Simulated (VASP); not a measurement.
# Mg32O31 (a cell with a defect) in VASP: single point with PBE+D3(BJ)

Aim: the single point of Mg32O31 (a cell with a defect) with PBE+D3(BJ).

All numbers are computed with VASP 6.6.1; they aren't measurements. Logs are shortened: lines on timing, memory, paths and dates and some standing lists are left out, and cuts for length are marked.

## (1) The cell of the first run

The cell holds a defect, 63 atoms: a = 8.822 Å, b = 8.822 Å, c = 8.822 Å, α = 90.00°, β = 90.00°, γ = 90.00°.

## (2) Single point, PBE+D3(BJ)

The input, INCAR:

```
SYSTEM = Mg32O31
ALGO = Normal
EDIFF = 1E-6
ENCUT = 520
GGA = PE
ISIF = 2
ISMEAR = 0
IVDW = 12
LASPH = .True.
LCHARG = .False.
LREAL = Auto
LWAVE = .False.
NBANDS = 162
NELM = 80
PREC = Accurate
SIGMA = 0.05
```

The input, KPOINTS:

```
k-points
0
Gamma
  1 1 1
  0 0 0
```

The input, POSCAR:

```
Mg32O31
1.0
    8.8224000000      0.0000000000      0.0000000000
    0.0000000000      8.8224000000      0.0000000000
    0.0000000000      0.0000000000      8.8224000000
Mg O
32 31
Direct
    0.4978332427      0.0003055858      0.0017913493
    0.7478181674      0.2493432626     -0.0019554770
    0.7508396808      0.0055779606      0.2490755350
   -0.0011708832      0.0055435029      0.0011692963
    0.2498793979      0.2467800145      0.0011400526
    0.4985941467      0.4985293118      0.0010700036
    0.7448272579      0.7501627675     -0.0049277974
    0.2383703981     -0.0015935573      0.2615458379
    0.4985346391      0.2470407145      0.2497489345
    0.7473653428      0.4938308170      0.2494413085
    0.4982867474      0.0054830885      0.5008377539
    0.7508479552      0.2468586779      0.5001758025
    0.7514790760      0.0003145403      0.7480947361
   -0.0007978555      0.4938290034     -0.0024291576
    0.2522383932      0.7505779606     -0.0143695593
   -0.0041433170      0.2508397942      0.2461095620
    0.2471158642      0.4877043662      0.2521693643
    0.5139693281      0.7504469305      0.2473876723
    0.0112286906     -0.0015379035      0.4885938067
    0.2535328255      0.2510740841      0.5037071545
    0.5023523078      0.4937098749      0.5003910501
    0.7353917301      0.7505800009      0.5024708696
    0.2506126451      0.0054564518      0.7484531420
    0.5015753083      0.2493812341      0.7518385020
    0.7508820729      0.4985548150      0.7488239028
   -0.0221568961      0.7403970575      0.2281052775
    0.0019970756      0.4876957517      0.4974012740
    0.2716170203      0.7389909775      0.5218583379
   -0.0004860355      0.2469220394      0.7487764100
    0.2501193553      0.4936773440      0.7526247960
    0.5045564699      0.7501476922      0.7548262378
   -0.0028233814      0.7505497370      0.7642088321
    0.7444246464      0.2518471164      0.2493905287
   -0.0032747325      0.4939697815      0.2469808669
   -0.0009346663      0.2496304860      0.5004651795
    0.2502123005      0.2496486217      0.2493545974
    0.4964717084      0.5034282055      0.2508794659
    0.7486647624      0.7480405559      0.2491157735
   -0.0102387106      0.0186569414      0.2400841041
    0.5050308306      0.2519118380      0.5005036045
    0.7529394496      0.5034958741      0.4989885972
    0.7506846210      0.2493763602      0.7489935845
    0.0006602512      0.5034980277      0.7467200535
   -0.0008667709      0.2518187795     -0.0053244015
    0.1249314246      0.7836708832      0.3751886108
    0.4978389100     -0.0047215044      0.2515391503
    0.2526784095      0.4939912042      0.5029528246
    0.5006576442      0.7479995239      0.5007708787
    0.7515110401     -0.0047250181      0.4984496282
    0.2502489119      0.2518888284      0.7553089862
    0.5005832880      0.4999444596      0.7508603101
    0.7503598794      0.7493980096      0.7492799012
    0.0012597479     -0.0046977013      0.7480629987
    0.4987161090      0.2493723930      0.0009261652
    0.7488624411      0.4999282508     -0.0009455477
   -0.0011579616      0.7481448359     -0.0010740841
    0.2595086371      0.0191850290      0.5096803591
    0.2505576714      0.7480999501      0.7508901206
    0.5011951396     -0.0009123368      0.7514674012
    0.2487273304      0.5035233043      0.0031552639
    0.4990416440      0.7493750000      0.0006002902
    0.7480983633     -0.0009015687     -0.0016623594
    0.2482053636     -0.0047339726      0.0018449628
```

Potentials or basis: VASP PAW PBE potentials, release 64 (Mg, O).

Run with:

```
$ cat potpaw_PBE.64/Mg/POTCAR potpaw_PBE.64/O/POTCAR > POTCAR
$ mpirun -np 1 vasp_gam > vasp.out
```

OUTCAR:

```text
SYSTEM = Mg32O31
   EDIFF = 1E-6
   ENCUT = 520
   GGA = PE
   ISIF = 2
   ISMEAR = 0
   IVDW = 12
   LASPH = .True.
   LREAL = Auto
   NELM = 80
   PREC = Accurate
 IVDW          = 12

 ion  position               nearest neighbor table
   1  0.498  0.000  0.002-  54 2.20  63 2.20  46 2.20  62 2.21  59 2.21  61 2.21   5 3.08   9 3.09
                            15 3.09  18 3.09  31 3.10   7 3.10   2 3.11  24 3.11   3 3.12  23 3.12
   2  0.748  0.249  0.998-  42 2.20  54 2.20  62 2.21  55 2.21  44 2.22  33 2.22  24 3.07   3 3.09
                             4 3.09  14 3.09  10 3.09  16 3.09   6 3.11  25 3.11  13 3.11   1 3.11
   3  0.751  0.006  0.249-  39 2.11  33 2.17  49 2.20  62 2.21  46 2.23  38 2.27  16 3.06  18 3.07
                            12 3.07   9 3.08  26 3.09   2 3.09   4 3.09   1 3.12  19 3.12  11 3.15
   4  0.999  0.006  0.001-  39 2.11  44 2.17  63 2.20  62 2.21  53 2.23  56 2.27  16 3.06  32 3.07
                             5 3.07  29 3.08  26 3.08   2 3.09   3 3.09   8 3.12  13 3.12  23 3.15
   5  0.250  0.247  0.001-  50 2.17  36 2.19  54 2.20  44 2.21  63 2.22  60 2.27  17 3.07   4 3.07
                            23 3.08   1 3.08  30 3.09   9 3.10  14 3.11  16 3.11   6 3.12  24 3.13
   6  0.499  0.499  0.001-  54 2.20  37 2.20  60 2.20  51 2.21  55 2.21  61 2.21  30 3.10  10 3.10
                            31 3.11   7 3.11  24 3.11   2 3.11  18 3.11  15 3.11   9 3.12   5 3.12
   7  0.745  0.750  0.995-  61 2.17  52 2.17  62 2.20  55 2.21  56 2.24  38 2.24  26 2.91  31 3.00
                            18 3.02  32 3.02  13 3.10   1 3.10  25 3.11   6 3.11   4 3.18   3 3.18
   8  0.238  0.998  0.262-  57 2.20  39 2.21  36 2.22  46 2.29  63 2.29  45 2.37  19 2.83  20 3.09
                            16 3.09  11 3.12   4 3.12   5 3.18   9 3.18   1 3.24  26 3.25  28 3.26
   9  0.499  0.247  0.250-  33 2.17  36 2.19  54 2.20  40 2.21  46 2.22  37 2.26  17 3.07  11 3.07
[... 44 lines left out ...]
                            15 3.02  22 3.02  13 3.10   1 3.10   6 3.11  25 3.11  23 3.18  11 3.18
  32  0.997  0.751  0.764-  56 2.07  53 2.16  52 2.18  43 2.19  58 2.24  15 2.98   7 3.02  14 3.06
                             4 3.07  13 3.09  25 3.11  23 3.17  30 3.18  28 3.23  22 3.27  19 3.27
  33  0.744  0.252  0.249-  10 2.14   9 2.17   3 2.17  12 2.21   2 2.22  16 2.22
  34  0.997  0.494  0.247-  16 2.15  26 2.19  10 2.20  14 2.20  17 2.21  27 2.21
  35  0.999  0.250  0.500-  27 2.10  12 2.19  29 2.19  19 2.22  16 2.24  20 2.25
  36  0.250  0.250  0.249-  17 2.10   5 2.19   9 2.19   8 2.22  20 2.24  16 2.24
  37  0.496  0.503  0.251-  18 2.18  21 2.20  17 2.20   6 2.20  10 2.22   9 2.26
  38  0.749  0.748  0.249-  26 2.03  18 2.07  22 2.24   7 2.24  10 2.24   3 2.27
  39  0.990  0.019  0.240-  16 2.05   4 2.11   3 2.11  19 2.21   8 2.21  26 2.46
  40  0.505  0.252  0.501-  21 2.13  12 2.17  11 2.17   9 2.21  24 2.22  20 2.22
  41  0.753  0.503  0.499-  22 2.19  27 2.20  10 2.20  25 2.20  21 2.21  12 2.26
  42  0.751  0.249  0.749-  12 2.20  29 2.20  13 2.20   2 2.20  24 2.20  25 2.20
  43  0.001  0.503  0.747-  32 2.19  30 2.20  27 2.20  25 2.20  14 2.21  29 2.26
  44  0.999  0.252  0.995-  14 2.14  29 2.17   4 2.17   5 2.21   2 2.22  16 2.22
  45  0.125  0.784  0.375-  28 1.87  26 1.87   8 2.37  19 2.37
  46  0.498  0.995  0.252-  18 2.16  11 2.20   1 2.20   9 2.22   3 2.23   8 2.29
  47  0.253  0.494  0.503-  20 2.14  28 2.17  30 2.20  21 2.20  27 2.21  17 2.21
  48  0.501  0.748  0.501-  28 2.03  22 2.07  18 2.24  31 2.24  21 2.24  11 2.27
  49  0.752  0.995  0.498-  22 2.16   3 2.20  13 2.20  12 2.22  11 2.24  19 2.29
  50  0.250  0.252  0.755-  30 2.13   5 2.17  23 2.17  29 2.21  24 2.22  20 2.22
  51  0.501  0.500  0.751-   6 2.21  31 2.21  25 2.21  30 2.21  21 2.21  24 2.21
[... 10 lines left out ...]
  62  0.748  0.999  0.998-   7 2.20   2 2.21  13 2.21   1 2.21   4 2.21   3 2.21
[... 264 lines left out ...]
   LEPSILON=     F    determine dielectric tensor
   LRPA    =     F    only Hartree local field effects (RPA)
 non-spin polarized calculation
 Gauss-broadening in eV      SIGMA  =   0.05
  energy-cutoff  :      520.00
  volume of cell :      686.69
 maximum number of plane-waves:      9307
 NGX is ok and might be reduce to    70
   NGX = 33   NGY = 33   NGZ = 33

 number of electron     250.0000026 magnetization

 Free energy of the ion-electron system (eV)
  ---------------------------------------------------
  ext. energy  EPLUGINS =         0.00000000
  ---------------------------------------------------
  free energy    TOTEN  =      -364.02824076 eV

  energy without entropy =     -364.02824076  energy(sigma->0) =     -364.02824076

 E-fermi :   4.9908     XC(G=0): -10.3799

 val. band max:        4.7021819429   @ k =   0.0000   0.0000   0.0000
 cond. band min:       6.4977227436   @ k =   0.0000   0.0000   0.0000
 fundamental gap:      1.7955408007
 Fermi energy:         4.9907597618

 k-point     1 :       0.0000    0.0000    0.0000
  band No.  band energies     occupation
      1     -14.5087      2.00000
      2     -14.0640      2.00000
      3     -14.0537      2.00000
      4     -14.0399      2.00000
      5     -13.9074      2.00000
      6     -13.9045      2.00000
[... 129 lines left out ...]
    136       9.2831      0.00000
    137       9.4990      0.00000
 [bands above 137 left out]

------------------------ aborting loop because EDIFF is reached ----------------------------------------

 Edisp (eV)  -16.04234

 E8    (eV) :    -6.3002

  FORCE on cell =-STRESS in cart. coord.  units (eV):
  Direction    XX          YY          ZZ          XY          YZ          ZX
  --------------------------------------------------------------------------------------
  -------------------------------------------------------------------------------------
  Total     -57.40167   -57.25760   -57.41442    -0.02213    -0.02704     4.46905
  in kB    -133.92907  -133.59294  -133.95883    -0.05163    -0.06308    10.42715
  external pressure =     -133.83 kB  Pullay stress =        0.00 kB

 VOLUME and BASIS-vectors are now :
 -----------------------------------------------------------------------------
  energy-cutoff  :      520.00
  volume of cell :      686.69
      direct lattice vectors                 reciprocal lattice vectors
     8.822400000  0.000000000  0.000000000     0.113347842  0.000000000  0.000000000
     0.000000000  8.822400000  0.000000000     0.000000000  0.113347842  0.000000000
     0.000000000  0.000000000  8.822400000     0.000000000  0.000000000  0.113347842

 POSITION                                       TOTAL-FORCE (eV/Angst)
 -----------------------------------------------------------------------------------
      4.39208      0.00270      0.01580        -0.000133      0.000986     -0.000999
      6.59755      2.19981      8.80515        -0.000656     -0.001749     -0.000235
      6.62421      0.04921      2.19744         0.007185      0.004224      0.000611
      8.81207      0.04891      0.01032        -0.002063      0.003129      0.006640
      2.20454      2.17719      0.01006         0.000980      0.001707      0.001740
      4.39880      4.39823      0.00944         0.000581     -0.002016     -0.000514
[... 55 lines left out ...]
      6.60002      8.81445      8.80773        -0.000966     -0.001968      0.000562
      2.18977      8.78064      0.01628        -0.001268     -0.001924     -0.007305
 -----------------------------------------------------------------------------------
    total drift:                               -0.009701      0.000312      0.008768

  FREE ENERGIE OF THE ION-ELECTRON SYSTEM (eV)
  ---------------------------------------------------
  free  energy   TOTEN  =      -380.0705777390 eV

  energy  without entropy=     -380.0705777390  energy(sigma->0) =     -380.07057774
```

Wall time 4.7 min (1 thread of Intel Xeon Platinum 8488C (Sapphire Rapids), shared host); peak memory 0.64 GiB.

What came out:

- Free energy: -380.0706 eV
- Pressure: -13.4 GPa
- Largest force: 0.037 eV/Å
- Band gap on the k mesh: 1.80 eV
- Dispersion energy per atom: -0.255 eV

Forces in eV/Å, atoms in the order of the input:
```
Mg   0.000  0.001 -0.001
Mg  -0.001 -0.002  0.000
Mg   0.007  0.004  0.001
Mg  -0.002  0.003  0.007
Mg   0.001  0.002  0.002
Mg   0.001 -0.002 -0.001
Mg  -0.003  0.003 -0.005
Mg  -0.008  0.012  0.010
Mg  -0.002 -0.001  0.000
Mg  -0.005 -0.005 -0.001
Mg  -0.007  0.005  0.001
Mg   0.003  0.002 -0.002
Mg   0.000  0.000  0.000
Mg  -0.002 -0.006 -0.006
Mg   0.004  0.000 -0.008
Mg   0.000 -0.002  0.002
Mg   0.006 -0.011  0.003
Mg   0.007  0.001 -0.001
Mg   0.009  0.011 -0.007
Mg  -0.001 -0.002  0.001
Mg   0.001 -0.005  0.001
Mg  -0.011 -0.001  0.004
Mg   0.001  0.007 -0.004
Mg   0.000 -0.003  0.001
Mg  -0.001 -0.002  0.001
Mg   0.007 -0.015  0.005
Mg   0.002 -0.012  0.003
Mg   0.010 -0.002  0.010
Mg   0.001  0.002 -0.001
Mg   0.001 -0.004 -0.001
Mg   0.004  0.003  0.002
Mg  -0.003 -0.002  0.009
O   -0.003  0.003  0.000
O   -0.004  0.010 -0.003
O    0.000  0.001  0.001
O    0.000  0.001 -0.003
O    0.002  0.007  0.002
O    0.007  0.003 -0.003
O    0.000 -0.003 -0.002
O    0.002  0.004 -0.002
O   -0.001  0.002  0.000
O   -0.001  0.000  0.000
O   -0.001  0.001  0.000
O    0.003  0.003 -0.001
O   -0.025  0.008 -0.027
O    0.004 -0.003 -0.005
O    0.002 -0.001  0.003
O    0.002 -0.006  0.001
O   -0.005 -0.002  0.000
O   -0.001  0.001  0.001
O    0.002  0.002 -0.001
O    0.000 -0.001  0.000
O    0.000 -0.003  0.002
O    0.001 -0.002  0.002
O    0.001  0.004  0.001
O    0.000 -0.003  0.005
O    0.001  0.000  0.006
O    0.000 -0.003  0.002
O    0.004 -0.003  0.002
O   -0.004  0.006  0.000
O   -0.002 -0.001  0.001
O   -0.001 -0.002  0.001
O   -0.001 -0.002 -0.007
```

Caveat: the k points lie up to 0.71 Å⁻¹ apart.
